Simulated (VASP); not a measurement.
# TaN (P-62m) in VASP: notebook

TaN is run at these levels: r2SCAN; tasks: single point.

Everything below comes from runs of VASP 6.6.1. Logs are shortened: lines on timing, memory, paths and dates and some standing lists are left out, and cuts for length are marked.

### 1 The cell of the first run

Symmetry: P-62m, No. 189, hexagonal system. Conventional cell: a = 5.196 Å, b = 5.196 Å, c = 2.911 Å, α = 90.00°, β = 90.00°, γ = 120.00°. Within 3.0 Å of Ta (site symmetry -6) lie 6 N at 2.16 Å and 5 Ta at 2.91 to 3.00 Å. Within 2.7 Å of Ta (site symmetry -62m) lie 3 N at 2.04 Å. N (site symmetry m2m) has 5 Ta at 2.04 to 2.16 Å and 6 N at 2.77 to 2.91 Å within 3.0 Å.

### 2 Single point, r2SCAN, collinear spin

Contents of POSCAR:

```
TaN
1.0
    5.1960008669      0.0000000000      0.0000000000
   -2.5980004334      4.4998687488      0.0000000000
    0.0000000000      0.0000000000      2.9110000000
Ta N
3 3
Direct
    0.3333333333      0.6666666667      0.5000000000
    0.6666666667      0.3333333333      0.5000000000
    0.0000000000      0.0000000000      0.0000000000
    0.3928500000      0.0000000000      0.0000000000
    0.6071500000      0.6071500000      0.0000000000
    0.0000000000      0.3928500000      0.0000000000
```

Contents of INCAR.step1:

```
ALGO = Normal
EDIFF = 1E-5
ENCUT = 660
GGA = PE
GGA_COMPAT = False
ISMEAR = 0
ISPIN = 2
LASPH = True
LCHARG = False
LMAXMIX = 4
LREAL = False
LWAVE = True
MAGMOM = 1 1 1 0 0 0
NBANDS = 40
NELM = 200
PREC = Accurate
SIGMA = 0.1
```

Contents of INCAR.step2:

```
ALGO = Normal
EDIFF = 1E-6
ENCUT = 660
GGA_COMPAT = False
ISIF = 2
ISMEAR = 0
ISPIN = 2
ISTART = 1
LASPH = True
LCHARG = False
LMAXMIX = 4
LMIXTAU = True
LORBIT = 11
LREAL = False
LWAVE = False
MAGMOM = 1 1 1 0 0 0
METAGGA = R2SCAN
NBANDS = 40
NELM = 200
PREC = Accurate
SIGMA = 0.1
```

Contents of KPOINTS:

```
k-points
0
Gamma
  6 6 6
```

Potentials or basis: VASP PAW PBE potentials, release 64 (Ta_sv_GW, N).

The run is started by

```sh
$ cat potpaw_PBE.64/Ta_sv_GW/POTCAR potpaw_PBE.64/N/POTCAR > POTCAR
$ cp INCAR.step1 INCAR
$ mpirun -np 1 vasp_std > vasp.out
$ cp INCAR.step2 INCAR
$ mpirun -np 1 vasp_std > vasp.out
```

OUTCAR:

```text
EDIFF = 1E-6
   ENCUT = 660
   ISIF = 2
   ISMEAR = 0
   ISPIN = 2
   ISTART = 1
   LASPH = True
   LORBIT = 11
   LREAL = False
   METAGGA = R2SCAN
   NELM = 200
   PREC = Accurate

 ion  position               nearest neighbor table
   1  0.333  0.667  0.500-   4 2.16   4 2.16   6 2.16   6 2.16   5 2.16   5 2.16   2 3.00   2 3.00
                             2 3.00
   2  0.667  0.333  0.500-   6 2.16   6 2.16   4 2.16   4 2.16   5 2.16   5 2.16   1 3.00   1 3.00
                             1 3.00
   3  0.000  0.000  0.000-   6 2.04   4 2.04   5 2.04
   4  0.393  0.000  0.000-   3 2.04   1 2.16   1 2.16   2 2.16   2 2.16
   5  0.607  0.607  0.000-   3 2.04   2 2.16   2 2.16   1 2.16   1 2.16
   6  0.000  0.393  0.000-   3 2.04   2 2.16   2 2.16   1 2.16   1 2.16

  LATTYP: Found a hexagonal cell.
 ALAT       =     5.1960008669
 C/A-ratio  =     0.5602385516

  Lattice vectors:

 A1 = (   5.1960008669,   0.0000000000,   0.0000000000)
 A2 = (  -2.5980004334,   4.4998687488,   0.0000000000)
 A3 = (   0.0000000000,   0.0000000000,   2.9110000000)

Analysis of symmetry for initial positions (statically):
=====================================================================
 Subroutine PRICEL returns:
 Original cell was already a primitive cell.

 Routine SETGRP: Setting up the symmetry group for a
 hexagonal supercell.

 Subroutine GETGRP returns: Found 12 space group operations
 (whereof 12 operations were pure point group operations)
 out of a pool of 24 trial point group operations.

The static configuration has the point symmetry D_3h.

Analysis of symmetry for dynamics (positions and initial velocities):
=====================================================================
 Subroutine PRICEL returns:
 Original cell was already a primitive cell.

 Routine SETGRP: Setting up the symmetry group for a
 hexagonal supercell.

 Subroutine GETGRP returns: Found 12 space group operations
 (whereof 12 operations were pure point group operations)
 out of a pool of 24 trial point group operations.

The dynamic configuration has the point symmetry D_3h.

Analysis of structural, dynamic, and magnetic symmetry:
=====================================================================
 Subroutine PRICEL returns:
 Original cell was already a primitive cell.

 Routine SETGRP: Setting up the symmetry group for a
 hexagonal supercell.

 Subroutine GETGRP returns: Found 12 space group operations
 (whereof 12 operations were pure point group operations)
 out of a pool of 24 trial point group operations.

The overall configuration has the point symmetry D_3h.

 Subroutine INISYM returns: Found 12 space group operations
 (whereof 12 operations are pure point group operations),
 and found     1 'primitive' translations

----------------------------------------------------------------------------------------

                                     Primitive cell

  volume of cell :      68.0630

  direct lattice vectors                    reciprocal lattice vectors
     5.196000867  0.000000000  0.000000000     0.192455703  0.111114352  0.000000000
    -2.598000433  4.499868749  0.000000000     0.000000000  0.222228704  0.000000000
     0.000000000  0.000000000  2.911000000     0.000000000  0.000000000  0.343524562

  length of vectors
     5.196000867  5.196000867  2.911000000     0.222228704  0.222228704  0.343524562

  position of ions in fractional coordinates (direct lattice)
     0.333333333  0.666666667  0.500000000
     0.666666667  0.333333333  0.500000000
     0.000000000  0.000000000  0.000000000
     0.392850000  0.000000000  0.000000000
     0.607150000  0.607150000  0.000000000
     0.000000000  0.392850000  0.000000000

  ion indices of the primitive-cell ions
   primitive index   ion index
                 1           1
                 2           2
                 3           3
[... 37 lines left out ...]
  0.333333  0.166667  0.000000     12.000000
[... 16 lines left out ...]
  0.166667 -0.000000  0.500000      6.000000
  0.333333 -0.000000  0.500000      6.000000
 [... further k-points ...]
   k-points           NKPTS =     28   k-points in BZ     NKDIM =     28   number of bands    NBANDS=     40
   number of dos      NEDOS =    301   number of ions     NIONS =      6
   total plane-waves  NPLWV =  55296
   dimension x,y,z NGX =    48 NGY =   48 NGZ =   24
   dimension x,y,z NGXF=    96 NGYF=   96 NGZF=   48
   ions per type =               3   3
   NGX,Y,Z   is equivalent  to a cutoff of  15.36, 15.36, 13.71 a.u.
   NGXF,Y,Z  is equivalent  to a cutoff of  30.72, 30.72, 27.41 a.u.
 SYSTEM =  unknown system
   PREC   = accura    normal or accurate (medium, high low for compatibility)
   ISTART =      1    job   : 0-new  1-cont  2-samecut
   ICHARG =      0    charge: 1-file 2-atom 10-const
   ISPIN  =      2    spin polarized calculation?
   LNONCOLLINEAR =      F non collinear calculations
   LSORBIT =      F    spin-orbit coupling
   LASPH  =      T    aspherical Exc in radial PAW
   ENCUT  =  660.0 eV  48.51 Ry    6.96 a.u.  10.88 10.88  6.10*2*pi/ulx,y,z
   NELM   =    200;   NELMIN=  2; NELMDL=  0     # of ELM steps
   EDIFF  = 0.1E-05   stopping-criterion for ELM
   LREAL  =      F    real-space projection
   EDIFFG = 0.1E-04   stopping-criterion for IOM
   NSW    =      0    number of steps for IOM
   IBRION =     -1    ionic relax: 0-MD 1-quasi-New 2-CG
   NFREE  =      0    steps in history (QN), initial steepest desc. (CG)
   ISIF   =      2    stress and relaxation
   ISYM   =      2    0-nonsym 1-usesym 2-fastsym
   POTIM  = 0.5000    time-step for ionic-motion
   TEBEG  =    0.0;   TEEND  =   0.0 temperature during run
   PSTRESS=    0.0 pullay stress
   NELECT =      54.0000    total number of electrons
   NUPDOWN=      -1.0000    fix difference up-down
   EMIN   =  10.00;   EMAX   =-10.00  energy-range for DOS
   EFERMI =   0.00;   METHOD = LEGACY
   ISMEAR =     0;   SIGMA  =   0.10  broadening in eV -4-tet -1-fermi 0-gaus
   EFERMI_NEDOS =   21; number of points for ismear=-14 and -15
   IALGO  =     38    algorithm
   IMIX   =      4    mixing-type and parameters
     AMIX     =   0.40;   BMIX     =  1.00
     AMIX_MAG =   1.60;   BMIX_MAG =  1.00
  volume/ion in A,a.u.               =      11.34        76.55
  Fermi-wavevector in a.u.,A,eV,Ry     =   1.515546  2.863966 31.250927  2.296878
  Thomas-Fermi vector in A             =   2.625055
   LORBIT       =     11    0 simple, 1 ext, 2 COOP (PROOUT), +10 PAW based schemes
   METAGGA = R2SCAN    functional components
   LHFCALC =     F    Hartree Fock is set to
   AEXX    =    0.0000 exact exchange contribution
   IVDW    =     0    specifies the selected vdW correction
   LEPSILON=     F    determine dielectric tensor
   LRPA    =     F    only Hartree local field effects (RPA)
 spin polarized calculation
 Gauss-broadening in eV      SIGMA  =   0.10
  energy-cutoff  :      660.00
  volume of cell :       68.06
 maximum number of plane-waves:      2646
 NGX is ok and might be reduce to    48
   NGX = 21   NGY = 21   NGZ = 13

 number of electron      53.9999997 magnetization      -0.0000000

 number of electron      53.9999997 magnetization       0.0000000

 Free energy of the ion-electron system (eV)
  ---------------------------------------------------
  ext. energy  EPLUGINS =         0.00000000
  ---------------------------------------------------
  free energy    TOTEN  =      -188.98141872 eV

  energy without entropy =     -188.97782877  energy(sigma->0) =     -188.97962374

 E-fermi :  12.1978     XC(G=0): -14.2710

 val. band max:       12.1936313644   @ k =   0.1667  -0.0000   0.3333
 cond. band min:      12.4080888696   @ k =   0.0000   0.0000   0.3333
 fundamental gap:      0.2144575053
 Fermi energy:        12.1978044896

 spin component 1

 k-point     1 :       0.0000    0.0000    0.0000
  band No.  band energies     occupation
      1     -59.2349      1.00000
      2     -59.1875      1.00000
      3     -58.5483      1.00000
      4     -25.2778      1.00000
      5     -25.2778      1.00000
      6     -24.9094      1.00000
[... 997 lines left out ...]
     38      18.4287      0.00000
     39      18.9441      0.00000

 [... further k-points ...]

 spin component 2

 k-point     1 :       0.0000    0.0000    0.0000
  band No.  band energies     occupation
      1     -59.2349      1.00000
      2     -59.1875      1.00000
      3     -58.5483      1.00000
      4     -25.2778      1.00000
      5     -25.2778      1.00000
      6     -24.9094      1.00000
[... 997 lines left out ...]
     38      18.4287      0.00000
     39      18.9441      0.00000

 [... further k-points ...]

 [bands above 39 left out]

------------------------ aborting loop because EDIFF is reached ----------------------------------------

  FORCE on cell =-STRESS in cart. coord.  units (eV):
  Direction    XX          YY          ZZ          XY          YZ          ZX
  --------------------------------------------------------------------------------------
  -------------------------------------------------------------------------------------
  Total        0.4172012      0.4172012     -0.3235909      0.0000000      0.0000000      0.0000000
  in kB        9.8207540      9.8207540     -7.6172046      0.0000000      0.0000000      0.0000000
  external PRESSURE =       4.0081012 kB  Pullay stress =       0.0000000 kB

 VOLUME and BASIS-vectors are now :
 -----------------------------------------------------------------------------
  energy-cutoff  :      660.00
  volume of cell :       68.06
      direct lattice vectors                 reciprocal lattice vectors
     5.196000867  0.000000000  0.000000000     0.192455703  0.111114352  0.000000000
    -2.598000433  4.499868749  0.000000000     0.000000000  0.222228704  0.000000000
     0.000000000  0.000000000  2.911000000     0.000000000  0.000000000  0.343524562

 POSITION                                       TOTAL-FORCE (eV/Angst)
 -----------------------------------------------------------------------------------
     -0.00000      2.99991      1.45550        -0.000000     -0.000000      0.000000
      2.59800      1.49996      1.45550        -0.000000     -0.000000      0.000000
      0.00000      0.00000      0.00000        -0.000000      0.000000      0.000000
      2.04125      0.00000      0.00000        -0.018874     -0.000000     -0.000000
      1.57738      2.73210      0.00000         0.009437      0.016346      0.000000
     -1.02062      1.76777      0.00000         0.009437     -0.016346      0.000000
 -----------------------------------------------------------------------------------
    total drift:                               -0.000001     -0.000001      0.000000

  FREE ENERGIE OF THE ION-ELECTRON SYSTEM (eV)
  ---------------------------------------------------
  free  energy   TOTEN  =      -188.9814187166 eV

  energy  without entropy=     -188.9778287728  energy(sigma->0) =     -188.97962374

 total charge

# of ion       s       p       d       f       tot
--------------------------------------------------
    1        2.698   6.072   2.285   0.129  11.183
    2        2.698   6.072   2.285   0.129  11.183
    3        2.755   6.049   2.338   0.094  11.236
    4        1.248   2.587   0.000   0.000   3.835
    5        1.248   2.587   0.000   0.000   3.835
    6        1.248   2.587   0.000   0.000   3.835
--------------------------------------------------
tot         11.896  25.952   6.907   0.351  45.106

 magnetization (x)

# of ion       s       p       d       f       tot
--------------------------------------------------
    1       -0.000  -0.000   0.000  -0.000  -0.000
    2       -0.000  -0.000   0.000  -0.000  -0.000
    3        0.000   0.000   0.000   0.000   0.000
    4       -0.000  -0.000   0.000   0.000  -0.000
    5       -0.000  -0.000   0.000   0.000  -0.000
    6       -0.000  -0.000   0.000   0.000  -0.000
--------------------------------------------------
tot          0.000  -0.000   0.000   0.000   0.000
```

Wall time 8.6 min (1 thread of Intel Xeon 6975P-C (Granite Rapids), shared host); peak memory 0.39 GiB.

What came out:

```
Free energy                                           : -188.9814 eV
Pressure                                              : 0.4 GPa
Largest force                                         : 0.019 eV/Å
Band gap on the k mesh                                : zero (filled and empty bands overlap)
Net moment                                            : 0.00 μB per cell
Valence electrons inside the program's atomic spheres : Ta 11.18, 11.24 (each value once); N 3.83
```

Forces in eV/Å, atoms in the order of the input:
```
Ta   0.000  0.000  0.000
Ta   0.000  0.000  0.000
Ta   0.000  0.000  0.000
N   -0.019  0.000  0.000
N    0.009  0.016  0.000
N    0.009 -0.016  0.000
```

Caveat: the PAW data sets were made with another functional, which shifts forces and pressure a little; spin-orbit coupling is left out, which moves the levels of the heavy elements.

### 3 Single point, r2SCAN

Contents of POSCAR:

```
TaN
1.0
    2.9103592733      0.0000000000      0.0000000000
    0.0000000000      5.1996298254      0.0000000000
    0.0000000000     -2.5998149127      4.5030115191
Ta N
3 3
Direct
    0.5000000000      0.6666666667      0.3333333333
    0.5000000000      0.3333333333      0.6666666667
    0.0000000000      0.0000000000      0.0000000000
    0.0000000000      0.0000000000      0.3924063645
    0.0000000000      0.6075936355      0.6075936355
    0.0000000000      0.3924063645      0.0000000000
```

Contents of INCAR.step1:

```
SYSTEM = TaN
  ALGO = Normal
  EDIFF = 1E-4
  ENCUT = 520
  GGA = PE
  ISMEAR = 0
  ISYM = 0
  LASPH = .TRUE.
  LCHARG = .FALSE.
  LREAL = .FALSE.
  LWAVE = .TRUE.
  NBANDS = 33
  NELM = 80
  PREC = Accurate
  SIGMA = 0.1
```

Contents of INCAR.step2:

```
SYSTEM = TaN
  ALGO = Normal
  EDIFF = 1E-7
  ENCUT = 520
  ISIF = 2
  ISMEAR = 0
  ISTART = 1
  ISYM = 0
  LASPH = .TRUE.
  LCHARG = .FALSE.
  LMIXTAU = .TRUE.
  LREAL = .FALSE.
  LWAVE = .FALSE.
  METAGGA = R2SCAN
  NBANDS = 33
  NELM = 80
  PREC = Accurate
  SIGMA = 0.1
```

Contents of KPOINTS:

```
k-points
0
G
  12 7 8
  0 0 0
```

Potentials or basis: VASP PAW PBE potentials, release 64 (Ta_pv, N).

The run is started by

```sh
$ cat potpaw_PBE.64/Ta_pv/POTCAR potpaw_PBE.64/N/POTCAR > POTCAR
$ cp INCAR.step1 INCAR
$ mpirun -np 1 vasp_std > vasp.out
$ cp INCAR.step2 INCAR
$ mpirun -np 1 vasp_std > vasp.out
```

OUTCAR:

```text
SYSTEM = TaN
   EDIFF = 1E-7
   ENCUT = 520
   ISIF = 2
   ISMEAR = 0
   ISTART = 1
   ISYM = 0
   LASPH = .TRUE.
   LREAL = .FALSE.
   METAGGA = R2SCAN
   NELM = 80
   PREC = Accurate

 ion  position               nearest neighbor table
   1  0.500  0.667  0.333-   4 2.16   4 2.16   6 2.16   6 2.16   5 2.16   5 2.16   2 3.00   2 3.00
                             2 3.00   3 3.34   3 3.34   3 3.34   3 3.34   3 3.34   3 3.34
   2  0.500  0.333  0.667-   6 2.16   6 2.16   4 2.16   4 2.16   5 2.16   5 2.16   1 3.00   1 3.00
                             1 3.00   3 3.34   3 3.34   3 3.34   3 3.34   3 3.34   3 3.34
[... 1060 lines left out ...]
  -------------------------------------------------------------------------------------
  Total        0.6366085      0.7225394      0.6610398      0.0000148      0.0044329     -0.0000001
  in kB       14.9679017     16.9883033     15.5423298      0.0003487      0.1042269     -0.0000031
  external PRESSURE =      15.8328449 kB  Pullay stress =       0.0000000 kB

 VOLUME and BASIS-vectors are now :
 -----------------------------------------------------------------------------
  energy-cutoff  :      520.00
  volume of cell :       68.14
      direct lattice vectors                 reciprocal lattice vectors
     2.910359273  0.000000000  0.000000000     0.343600190  0.000000000  0.000000000
     0.000000000  5.199629825  0.000000000     0.000000000  0.192321383  0.111036802
     0.000000000 -2.599814913  4.503011519     0.000000000  0.000000000  0.222073605

 POSITION                                       TOTAL-FORCE (eV/Angst)
 -----------------------------------------------------------------------------------
      1.45518      2.59981      1.50100        -0.000002      0.009791     -0.046986
      1.45518     -0.00000      3.00201        -0.000002      0.014807      0.045086
      0.00000      0.00000      0.00000         0.000007     -0.034857      0.004797
      0.00000     -1.02018      1.76701        -0.000002     -0.001217      0.014044
      0.00000      1.57963      2.73600        -0.000002      0.000265     -0.014832
      0.00000      2.04037      0.00000         0.000001      0.011211     -0.002110
 -----------------------------------------------------------------------------------
    total drift:                               -0.000000      0.000001      0.000002

  FREE ENERGIE OF THE ION-ELECTRON SYSTEM (eV)
  ---------------------------------------------------
  free  energy   TOTEN  =      -181.3081891275 eV

  energy  without entropy=     -181.3052833884  energy(sigma->0) =     -181.30673626
```

Run time: 86 min. Hardware: 1 thread of Oxide Virtual Turin-like, shared host; peak memory 0.62 GiB.

What came out:

| Property | Result |
| --- | --- |
| Free energy | -181.3082 eV |
| Pressure | 1.6 GPa |
| Largest force | 0.048 eV/Å |
| Band gap on the k mesh | zero (bands 24 and 25 overlap by 3.27 eV) |

Forces in eV/Å, atoms in the order of the input:
```
Ta   0.000  0.010 -0.047
Ta   0.000  0.015  0.045
Ta   0.000 -0.035  0.005
N    0.000 -0.001  0.014
N    0.000  0.000 -0.015
N    0.000  0.011 -0.002
```

Stress tensor (GPa, compression positive):
```
1.50 0.00 0.00
0.00 1.70 0.01
0.00 0.01 1.55
```

Caveat: the PAW data sets were made with another functional, which shifts forces and pressure a little; spin-orbit coupling is left out, which moves the levels of the heavy elements.

The gap in the log of VASP goes by the Fermi energy; the results here count the filled bands.